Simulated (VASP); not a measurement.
A run of VASP 6.6.1:

INCAR

```
SYSTEM = Ga2O3
PREC     = Accurate       ! precision mode
ENCUT    = 520            ! plane-wave cutoff, eV
EDIFF    = 1E-6           ! SCF threshold, eV
ISMEAR   = 0              ! smearing method
SIGMA    = 0.1            ! smearing width, eV
LREAL    = .False.        ! projectors in reciprocal space
LASPH    = .True.         ! aspherical terms in the spheres
NELM     = 150            ! most SCF steps
ALGO     = Normal         ! electronic algorithm
ISIF     = 2              ! what is computed and relaxed
LWAVE    = .False.        ! write WAVECAR
LCHARG   = .False.        ! write CHGCAR
ISPIN    = 2              ! spin polarisation
MAGMOM   = 0 0 1 1 1      ! initial moments
LORBIT   = 11             ! projections on sites
GGA      = PE             ! functional
NBANDS   = 34             ! bands
```

KPOINTS

```
Automatic mesh
0
Gamma
  4 4 4
  0 0 0
```

File POSCAR:

```
Ga2O3
1.0
    4.1139975300      0.0000000000      0.0000000000
    0.0000000000      4.1139975300      0.0000000000
    0.0000000000      0.0000000000      4.1139975300
Ga O
2 3
Direct
    0.5000000000      0.5000000000      0.5000000000
    0.0000000000      0.0000000000      0.0000000000
    0.5000000000      0.0000000000      0.0000000000
    0.0000000000      0.5000000000      0.0000000000
    0.0000000000      0.0000000000      0.5000000000
```

Potentials or basis: VASP PAW PBE potentials, release 64 (Ga_d, O).

Launch:

```sh
$ cat potpaw_PBE.64/Ga_d/POTCAR potpaw_PBE.64/O/POTCAR > POTCAR
$ mpirun -np 1 vasp_std > vasp.out
```

Hardware: 1 thread of AMD EPYC 7R13 Processor (Zen 3) (shared host).

Q: How long does it take, and how much memory?

A: Wall time 49 s on 1 thread of AMD EPYC 7R13 Processor (Zen 3), with other jobs on the host, peak memory 0.18 GiB. Counts: scf iterations 19, k points 10.
